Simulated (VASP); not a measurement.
# WS2 (P6_3/mmc) in VASP: further runs, part 2 of 2

VASP 6.6.1.

### Step 3. Single point, LDA

Input file INCAR:

```
SYSTEM = WS2
PREC = Accurate
ENCUT = 520
EDIFF = 1E-6
ISMEAR = 0
SIGMA = 0.05
LREAL = .FALSE.
LASPH = .TRUE.
NELM = 80
ALGO = Normal
ISIF = 2
LWAVE = .FALSE.
LCHARG = .FALSE.
GGA = CA
NBANDS = 35
```

Input file KPOINTS:

```
regular mesh
0
G
  12 12 4
  0 0 0
```

Input file POSCAR:

```
WS2
1.0
    3.0409138215      0.0000000000      0.0000000000
   -1.5204569108      2.6335086202      0.0000000000
    0.0000000000      0.0000000000     11.8190279990
W S
2 4
Direct
    0.3333333333      0.6666666667      0.2500000000
    0.6666666667      0.3333333333      0.7500000000
    0.3333333333      0.6666666667      0.6351502730
    0.6666666667      0.3333333333      0.1351502730
    0.3333333333      0.6666666667      0.8648497270
    0.6666666667      0.3333333333      0.3648497270
```

Potentials or basis: VASP PAW LDA potentials, release 64 (W_sv, S).

Run with:

```console
$ cat potpaw_LDA.64/W_sv/POTCAR potpaw_LDA.64/S/POTCAR > POTCAR
$ mpirun -np 1 vasp_std > vasp.out
```

OUTCAR:

```text
SYSTEM = WS2
   PREC = Accurate
   ENCUT = 520
   EDIFF = 1E-6
   ISMEAR = 0
   LREAL = .FALSE.
   LASPH = .TRUE.
   NELM = 80
   ISIF = 2
   GGA = CA

 ion  position               nearest neighbor table
   1  0.333  0.667  0.250-   4 2.22   6 2.22   4 2.22   6 2.22   4 2.22   6 2.22
   2  0.667  0.333  0.750-   3 2.22   5 2.22   3 2.22   5 2.22   3 2.22   5 2.22
   3  0.333  0.667  0.635-   2 2.22   2 2.22   2 2.22   5 2.71
   4  0.667  0.333  0.135-   1 2.22   1 2.22   1 2.22   6 2.71
   5  0.333  0.667  0.865-   2 2.22   2 2.22   2 2.22   3 2.71
   6  0.667  0.333  0.365-   1 2.22   1 2.22   1 2.22   4 2.71

  LATTYP: Found a hexagonal cell.
 ALAT       =     3.0409138215
 C/A-ratio  =     3.8866698278

  Lattice vectors:

 A1 = (   3.0409138215,   0.0000000000,   0.0000000000)
 A2 = (  -1.5204569108,   2.6335086202,   0.0000000000)
 A3 = (   0.0000000000,   0.0000000000,  11.8190279990)

Analysis of symmetry for initial positions (statically):
=====================================================================
 Subroutine PRICEL returns:
 Original cell was already a primitive cell.
[... 177 lines left out ...]
  free energy    TOTEN  =       -49.35529290 eV

  energy without entropy =      -49.35468572  energy(sigma->0) =      -49.35498931

 E-fermi :   9.2709     XC(G=0): -11.6210

 val. band max:        9.2067240569   @ k =   0.0833   0.0000   0.0000
 cond. band min:       9.2985244050   @ k =   0.3333   0.3333   0.0000
 fundamental gap:      0.0918003481
 Fermi energy:         9.2709091578

 k-point     1 :       0.0000    0.0000    0.0000
  band No.  band energies     occupation
      1     -65.1009      2.00000
      2     -65.1009      2.00000
      3     -29.9048      2.00000
      4     -29.9047      2.00000
      5     -29.6375      2.00000
      6     -29.6375      2.00000
[... 901 lines left out ...]
     34      14.0342      0.00000
     35      15.1583      0.00000

 [... further k-points ...]
[... 5 lines left out ...]
  --------------------------------------------------------------------------------------
  -------------------------------------------------------------------------------------
  Total       23.9427912     23.9427913     36.9582531     -0.0000000      0.0000000      0.0000000
  in kB      405.2889314    405.2889314    625.6067122     -0.0000000      0.0000000      0.0000000
  external PRESSURE =     478.7281917 kB  Pullay stress =       0.0000000 kB

 VOLUME and BASIS-vectors are now :
 -----------------------------------------------------------------------------
  energy-cutoff  :      520.00
  volume of cell :       94.65
      direct lattice vectors                 reciprocal lattice vectors
     3.040913821  0.000000000  0.000000000     0.328848517  0.189860780  0.000000000
    -1.520456911  2.633508620  0.000000000     0.000000000  0.379721559  0.000000000
     0.000000000  0.000000000 11.819027999     0.000000000  0.000000000  0.084609327

 POSITION                                       TOTAL-FORCE (eV/Angst)
 -----------------------------------------------------------------------------------
     -0.00000      1.75567      2.95476        -0.000000      0.000000     -0.000000
      1.52046      0.87784      8.86427         0.000000     -0.000000     -0.000000
     -0.00000      1.75567      7.50686        -0.000000      0.000000     -6.885649
      1.52046      0.87784      1.59734         0.000000     -0.000000     -6.885649
     -0.00000      1.75567     10.22168        -0.000000      0.000000      6.885649
      1.52046      0.87784      4.31217         0.000000     -0.000000      6.885649
 -----------------------------------------------------------------------------------
    total drift:                               -0.000000      0.000000     -0.000000

  FREE ENERGIE OF THE ION-ELECTRON SYSTEM (eV)
  ---------------------------------------------------
  free  energy   TOTEN  =       -49.3552928983 eV

  energy  without entropy=      -49.3546857208  energy(sigma->0) =      -49.35498931
```

OSZICAR:

```text
N       E                     dE             d eps       ncg     rms          rms(c)
DAV:   1     0.541922919333E+03    0.54192E+03   -0.28908E+04  4326   0.152E+03
DAV:   2    -0.170265840130E+02   -0.55895E+03   -0.53955E+03  4557   0.430E+02
DAV:   3    -0.509561145492E+02   -0.33930E+02   -0.33362E+02  4932   0.103E+02
DAV:   4    -0.517072286430E+02   -0.75111E+00   -0.74799E+00  4832   0.161E+01
DAV:   5    -0.517226271387E+02   -0.15398E-01   -0.15390E-01  4845   0.241E+00    0.600E+01
DAV:   6    -0.496673852070E+02    0.20552E+01   -0.48240E+00  4609   0.146E+01    0.272E+01
DAV:   7    -0.493850317817E+02    0.28235E+00   -0.12856E+00  4529   0.523E+00    0.719E+00
DAV:   8    -0.493627699345E+02    0.22262E-01   -0.20835E-01  4678   0.250E+00    0.205E+00
DAV:   9    -0.493570242687E+02    0.57457E-02   -0.17307E-02  4772   0.701E-01    0.127E+00
DAV:  10    -0.493553499583E+02    0.16743E-02   -0.13124E-02  4598   0.616E-01    0.273E-01
DAV:  11    -0.493552943206E+02    0.55638E-04   -0.10817E-03  4384   0.197E-01    0.460E-02
DAV:  12    -0.493552930246E+02    0.12960E-05   -0.41198E-05  4710   0.509E-02    0.336E-02
DAV:  13    -0.493552928983E+02    0.12632E-06   -0.41484E-06  4635   0.141E-02
   1 F= -.49355293E+02 E0= -.49354989E+02  d E =-.607178E-03
```

stdout:

```text
POSCAR found type information on POSCAR W S
 POSCAR found :  2 types and       6 ions
 scaLAPACK will be used
 LDA part: xc-table for (Slater(with rela. corr.)+CA(PZ))
 , standard interpolation
 POSCAR, INCAR and KPOINTS ok, starting setup
 FFT: planning ... GRIDC
 FFT: planning ... GRID_SOFT
 FFT: planning ... GRID
 WAVECAR not read
 entering main loop
```

Wall time 1.8 min (1 thread of Intel Xeon Platinum 8488C (Sapphire Rapids), shared host); peak memory 0.28 GiB.

What came out:

- Free energy: -49.3553 eV
- Pressure: 47.9 GPa
- Largest force: 6.886 eV/Å
- Band gap on the k mesh: zero (band 26 reaches 9.54 eV, above the bottom of band 27 at 9.30 eV)

Forces in eV/Å, atoms in the order of the input:
```
W    0.000  0.000  0.000
W    0.000  0.000  0.000
S    0.000  0.000 -6.886
S    0.000  0.000 -6.886
S    0.000  0.000  6.886
S    0.000  0.000  6.886
```

Caveat: spin-orbit coupling is left out, which moves the levels of the heavy elements; forces of over 1 eV/Å act on the atoms, so gaps and moduli don't describe the material at rest.

### Step 4. Single point, LDA

This run uses another cell than the first one, of 16.23 Å³/atom, 1.029 times its volume.

Input file INCAR:

```
SYSTEM = WS2
  PREC = Accurate
  ENCUT = 520
  EDIFF = 1E-6
  ISMEAR = 0
  SIGMA = 0.05
  LREAL = .False.
  LASPH = .True.
  NELM = 100
  ALGO = Normal
  ISIF = 2
  LWAVE = .False.
  LCHARG = .False.
  NBANDS = 35
```

Input file KPOINTS:

```
regular mesh
0
Gamma
  12 12 4
  0 0 0
```

Input file POSCAR:

```
WS2
1.0
    3.0699997110      0.0000000000      0.0000000000
   -1.5349998555      2.6586977394      0.0000000000
    0.0000000000      0.0000000000     11.9320752480
W S
2 4
Direct
    0.3333333333      0.6666666667      0.2500000000
    0.6666666667      0.3333333333      0.7500000000
    0.3333333333      0.6666666667      0.6420050976
    0.6666666667      0.3333333333      0.1420050976
    0.3333333333      0.6666666667      0.8579949024
    0.6666666667      0.3333333333      0.3579949024
```

Potentials or basis: VASP PAW LDA potentials, release 64 (W_sv, S).

Run with:

```console
$ cat potpaw_LDA.64/W_sv/POTCAR potpaw_LDA.64/S/POTCAR > POTCAR
$ mpirun -np 1 vasp_std > vasp.out
```

OUTCAR:

```text
SYSTEM = WS2
   PREC = Accurate
   ENCUT = 520
   EDIFF = 1E-6
   ISMEAR = 0
   LREAL = .False.
   LASPH = .True.
   NELM = 100
   ISIF = 2

 ion  position               nearest neighbor table
   1  0.333  0.667  0.250-   4 2.19   6 2.19   4 2.19   6 2.19   4 2.19   6 2.19
   2  0.667  0.333  0.750-   3 2.19   5 2.19   3 2.19   5 2.19   3 2.19   5 2.19
   3  0.333  0.667  0.642-   2 2.19   2 2.19   2 2.19   5 2.58
   4  0.667  0.333  0.142-   1 2.19   1 2.19   1 2.19   6 2.58
   5  0.333  0.667  0.858-   2 2.19   2 2.19   2 2.19   3 2.58
   6  0.667  0.333  0.358-   1 2.19   1 2.19   1 2.19   4 2.58

  LATTYP: Found a hexagonal cell.
 ALAT       =     3.0699997110
 C/A-ratio  =     3.8866698278

  Lattice vectors:

 A1 = (   3.0699997110,   0.0000000000,   0.0000000000)
 A2 = (  -1.5349998555,   2.6586977394,   0.0000000000)
 A3 = (   0.0000000000,   0.0000000000,  11.9320752480)

Analysis of symmetry for initial positions (statically):
=====================================================================
 Subroutine PRICEL returns:
 Original cell was already a primitive cell.

 Routine SETGRP: Setting up the symmetry group for a
 hexagonal supercell.

 Subroutine GETGRP returns: Found 24 space group operations
 (whereof 12 operations were pure point group operations)
 out of a pool of 24 trial point group operations.

The static configuration has the point symmetry D_3d.
 The point group associated with its full space group is D_6h.

Analysis of symmetry for dynamics (positions and initial velocities):
=====================================================================
 Subroutine PRICEL returns:
 Original cell was already a primitive cell.

 Routine SETGRP: Setting up the symmetry group for a
 hexagonal supercell.

 Subroutine GETGRP returns: Found 24 space group operations
 (whereof 12 operations were pure point group operations)
[... 127 lines left out ...]
   EFERMI_NEDOS =   21; number of points for ismear=-14 and -15
   IALGO  =     38    algorithm
   IMIX   =      4    mixing-type and parameters
     AMIX     =   0.40;   BMIX     =  1.00
     AMIX_MAG =   1.60;   BMIX_MAG =  1.00
  volume/ion in A,a.u.               =      16.23       109.54
  Fermi-wavevector in a.u.,A,eV,Ry     =   1.328112  2.509769 23.999081  1.763883
  Thomas-Fermi vector in A             =   2.457374
   LORBIT       =      0    0 simple, 1 ext, 2 COOP (PROOUT), +10 PAW based schemes
   GGA     = CA    functional components
   LHFCALC =     F    Hartree Fock is set to
   AEXX    =    0.0000 exact exchange contribution
   IVDW    =     0    specifies the selected vdW correction
   LEPSILON=     F    determine dielectric tensor
   LRPA    =     F    only Hartree local field effects (RPA)
 non-spin polarized calculation
 Gauss-broadening in eV      SIGMA  =   0.05
  energy-cutoff  :      520.00
  volume of cell :       97.39
 maximum number of plane-waves:      2638
 NGX is ok and might be reduce to    24

 number of electron      51.9999993 magnetization

 Free energy of the ion-electron system (eV)
  ---------------------------------------------------
  ext. energy  EPLUGINS =         0.00000000
  ---------------------------------------------------
  free energy    TOTEN  =       -47.67554197 eV

  energy without entropy =      -47.67402900  energy(sigma->0) =      -47.67478549

 E-fermi :   8.9588     XC(G=0): -11.3661

 val. band max:        8.7680951528   @ k =   0.0833   0.0000   0.5000
 cond. band min:       8.9878202780   @ k =   0.0833   0.0000   0.2500
 fundamental gap:      0.2197251252
 Fermi energy:         8.9587666336

 k-point     1 :       0.0000    0.0000    0.0000
  band No.  band energies     occupation
      1     -65.5413      2.00000
      2     -65.5413      2.00000
      3     -30.3380      2.00000
      4     -30.3380      2.00000
      5     -30.1735      2.00000
      6     -30.1735      2.00000
[... 901 lines left out ...]
     34      13.7388      0.00000
     35      14.6199      0.00000

 [... further k-points ...]
[... 5 lines left out ...]
  --------------------------------------------------------------------------------------
  -------------------------------------------------------------------------------------
  Total       27.9185899     27.9185899     45.2096784     -0.0000000     -0.0000000      0.0000000
  in kB      459.2834304    459.2834305    743.7358496     -0.0000000     -0.0000000      0.0000000
  external PRESSURE =     554.1009035 kB  Pullay stress =       0.0000000 kB

 VOLUME and BASIS-vectors are now :
 -----------------------------------------------------------------------------
  energy-cutoff  :      520.00
  volume of cell :       97.39
      direct lattice vectors                 reciprocal lattice vectors
     3.069999711  0.000000000  0.000000000     0.325732930  0.188061995  0.000000000
    -1.534999855  2.658697739  0.000000000     0.000000000  0.376123989  0.000000000
     0.000000000  0.000000000 11.932075248     0.000000000  0.000000000  0.083807718

 POSITION                                       TOTAL-FORCE (eV/Angst)
 -----------------------------------------------------------------------------------
     -0.00000      1.77247      2.98302        -0.000000      0.000000      0.000000
      1.53500      0.88623      8.94906         0.000000     -0.000000      0.000000
     -0.00000      1.77247      7.66045        -0.000000      0.000000     -8.950886
      1.53500      0.88623      1.69442         0.000000     -0.000000     -8.950886
     -0.00000      1.77247     10.23766         0.000000      0.000000      8.950886
      1.53500      0.88623      4.27162         0.000000     -0.000000      8.950886
 -----------------------------------------------------------------------------------
    total drift:                               -0.000000      0.000000     -0.000000

  FREE ENERGIE OF THE ION-ELECTRON SYSTEM (eV)
  ---------------------------------------------------
  free  energy   TOTEN  =       -47.6755419733 eV

  energy  without entropy=      -47.6740290010  energy(sigma->0) =      -47.67478549
```

Wall time 1.8 min (1 thread of Intel Xeon Platinum 8488C (Sapphire Rapids), shared host); peak memory 0.28 GiB.

What came out:

- Free energy: -47.6755 eV
- Pressure: 55.4 GPa
- Largest force: 8.951 eV/Å
- Band gap on the k mesh: zero (band 26 reaches 9.43 eV, above the bottom of band 27 at 8.30 eV)

Forces on the atoms (eV/Å):
```
W    0.000  0.000  0.000
W    0.000  0.000  0.000
S    0.000  0.000 -8.951
S    0.000  0.000 -8.951
S    0.000  0.000  8.951
S    0.000  0.000  8.951
```

Stress tensor (GPa, compression positive):
```
45.93  0.00  0.00
 0.00 45.93  0.00
 0.00  0.00 74.37
```

Levels at points of the mesh, in eV from the Fermi level:
```tsv
k point	band 22	band 23	band 24	band 25	band 26	band 27	band 28	band 29	band 30	band 31
(0.00, 0.00, 0.00)	-4.24	-3.53	-1.55	-0.96	0.47	1.82	1.82	1.84	1.84	3.07
(0.50, 0.00, 0.00)	-3.32	-2.70	-2.60	-2.53	-2.33	1.36	1.40	1.94	1.94	3.32
(0.00, 0.00, 0.50)	-4.25	-2.80	-2.80	0.04	0.04	1.83	1.83	1.83	1.83	3.13
(0.50, 0.00, 0.50)	-3.36	-2.69	-2.69	-2.39	-2.39	1.38	1.38	1.94	1.94	3.45
```

Caveat: spin-orbit coupling is left out, which moves the levels of the heavy elements; forces of over 1 eV/Å act on the atoms, so gaps and moduli don't describe the material at rest.

### Step 5. Single point, LDA

This run uses another cell than the first one, of 16.23 Å³/atom, 1.029 times its volume.

Input file INCAR:

```
SYSTEM = WS2
PREC = Accurate
ENCUT = 520
EDIFF = 1E-7
ISMEAR = 0
SIGMA = 0.05
LREAL = .FALSE.
LASPH = .TRUE.
NELM = 100
ALGO = Normal
ISIF = 2
LWAVE = .FALSE.
LCHARG = .FALSE.
GGA = CA
NBANDS = 35
```

Input file KPOINTS:

```
Automatic mesh
0
G
  12 12 4
  0 0 0
```

Input file POSCAR:

```
WS2
1.0
    3.0699997110      0.0000000000      0.0000000000
   -1.5349998555      2.6586977394      0.0000000000
    0.0000000000      0.0000000000     11.9320752480
W S
2 4
Direct
    0.3333333333      0.6666666667      0.2500000000
    0.6666666667      0.3333333333      0.7500000000
    0.3333333333      0.6666666667      0.6351502730
    0.6666666667      0.3333333333      0.1351502730
    0.3333333333      0.6666666667      0.8648497270
    0.6666666667      0.3333333333      0.3648497270
```

Run with:

```console
$ cat potpaw_LDA.64/W_sv/POTCAR potpaw_LDA.64/S/POTCAR > POTCAR
$ mpirun -np 1 vasp_std > vasp.out
```

Wall time 2.1 min (1 thread of Intel Xeon Platinum 8488C (Sapphire Rapids), shared host); peak memory 0.28 GiB.

The run converged. Its results:

```
Free energy            : -50.0954 eV
Pressure               : 38.6 GPa
Largest force          : 5.962 eV/Å
Band gap on the k mesh : zero (band 26 reaches 9.11 eV, above the bottom of band 27 at 8.92 eV)
```

Forces on the atoms (eV/Å):
```
W    0.000  0.000  0.000
W    0.000  0.000  0.000
S    0.000  0.000 -5.962
S    0.000  0.000 -5.962
S    0.000  0.000  5.962
S    0.000  0.000  5.962
```

Stress tensor (GPa, compression positive):
```
31.55  0.00  0.00
 0.00 31.55  0.00
 0.00  0.00 52.83
```

Levels at points of the mesh, in eV from the Fermi level:
```tsv
k point	band 23	band 24	band 25	band 26	band 27	band 28	band 29	band 30
(0.00, 0.00, 0.00)	-3.68	-1.70	-1.28	0.22	1.97	1.97	1.99	1.99
(0.50, 0.00, 0.00)	-2.86	-2.83	-2.35	-2.15	1.72	1.77	2.40	2.46
(0.00, 0.00, 0.50)	-3.08	-3.08	-0.22	-0.22	1.98	1.98	1.98	1.98
(0.50, 0.00, 0.50)	-2.89	-2.89	-2.23	-2.23	1.74	1.74	2.43	2.43
```

Caveat: spin-orbit coupling is left out, which moves the levels of the heavy elements; forces of over 1 eV/Å act on the atoms, so gaps and moduli don't describe the material at rest.

### Step 6. Single point, LDA

This run uses another cell than the first one, of 16.69 Å³/atom, 1.058 times its volume.

Input file INCAR:

```
PREC = Accurate
ENCUT = 520
EDIFF = 1E-6
ISMEAR = 0
SIGMA = 0.05
LREAL = False
LASPH = True
NELM = 60
ALGO = Normal
ISIF = 2
LWAVE = False
LCHARG = False
NBANDS = 35
```

Input file KPOINTS:

```
regular mesh
0
Gamma
  12 12 4
```

Input file POSCAR:

```
WS2
1.0
    3.0985446697      0.0000000000      0.0000000000
   -1.5492723349      2.6834183987      0.0000000000
    0.0000000000      0.0000000000     12.0430200778
W S
2 4
Direct
    0.3333333333      0.6666666667      0.2500000000
    0.6666666667      0.3333333333      0.7500000000
    0.3333333333      0.6666666667      0.6420050976
    0.6666666667      0.3333333333      0.1420050976
    0.3333333333      0.6666666667      0.8579949024
    0.6666666667      0.3333333333      0.3579949024
```

Potentials or basis: VASP PAW LDA potentials, release 64 (W_sv, S).

Run with:

```console
$ cat potpaw_LDA.64/W_sv/POTCAR potpaw_LDA.64/S/POTCAR > POTCAR
$ mpirun -np 1 vasp_std > vasp.out
```

Run time: 2 min. Hardware: 1 thread of Intel Xeon Platinum 8488C (Sapphire Rapids), shared host; peak memory 0.28 GiB.

The run converged. Its results:

```
Free energy            : -48.5441 eV
Pressure               : 46.1 GPa
Largest force          : 7.986 eV/Å
Band gap on the k mesh : zero (band 26 reaches 9.01 eV, above the bottom of band 27 at 7.97 eV)
```

Forces on the atoms (eV/Å):
```
W    0.000  0.000  0.000
W    0.000  0.000  0.000
S    0.000  0.000 -7.986
S    0.000  0.000 -7.986
S    0.000  0.000  7.986
S    0.000  0.000  7.986
```

Stress tensor (GPa, compression positive):
```
36.70  0.00  0.00
 0.00 36.70  0.00
 0.00  0.00 64.94
```

Levels at points of the mesh, in eV from the Fermi level:
| k point | band 23 | band 24 | band 25 | band 26 | band 27 | band 28 | band 29 | band 30 |
| --- | --- | --- | --- | --- | --- | --- | --- | --- |
| (0.00, 0.00, 0.00) | -3.44 | -1.54 | -0.88 | 0.44 | 1.80 | 1.80 | 1.82 | 1.82 |
| (0.50, 0.00, 0.00) | -2.65 | -2.56 | -2.46 | -2.27 | 1.33 | 1.37 | 1.85 | 1.85 |
| (0.00, 0.00, 0.50) | -2.72 | -2.72 | 0.03 | 0.03 | 1.81 | 1.81 | 1.81 | 1.81 |
| (0.50, 0.00, 0.50) | -2.64 | -2.64 | -2.33 | -2.33 | 1.35 | 1.35 | 1.85 | 1.85 |

Caveat: spin-orbit coupling is left out, which moves the levels of the heavy elements; forces of over 1 eV/Å act on the atoms, so gaps and moduli don't describe the material at rest.

### Step 7. Summary

```tsv
cell	gap on the mesh (eV)	pressure (GPa)	largest force (eV/Å)
a = 3.041, b = 3.041, c = 11.819 Å, angles 90.0, 90.0, 120.0°, 6 atoms	none	47.9	6.89
a = 3.070, b = 3.070, c = 11.932 Å, angles 90.0, 90.0, 120.0°, 6 atoms	none	38.6	5.96
a = 3.099, b = 3.099, c = 12.043 Å, angles 90.0, 90.0, 120.0°, 6 atoms	none	46.1	7.99
```

Some of these runs hold the atoms at other places in the same cell, which the table doesn't show; runs alike in all that it shows share one row.

Alike in all rows: task single point; level LDA; potentials or basis VASP PAW LDA potentials, release 64 (W_sv, S); no spin polarisation; k mesh 12 × 12 × 4; cutoff (eV) 520; smearing gaussian 0.05 eV.

Caveats: spin-orbit coupling is left out, which moves the levels of the heavy elements; forces of over 1 eV/Å act on the atoms, so gaps and moduli don't describe the material at rest.

Total energies depend on the potentials used, so only differences within one code and one set of settings carry meaning.
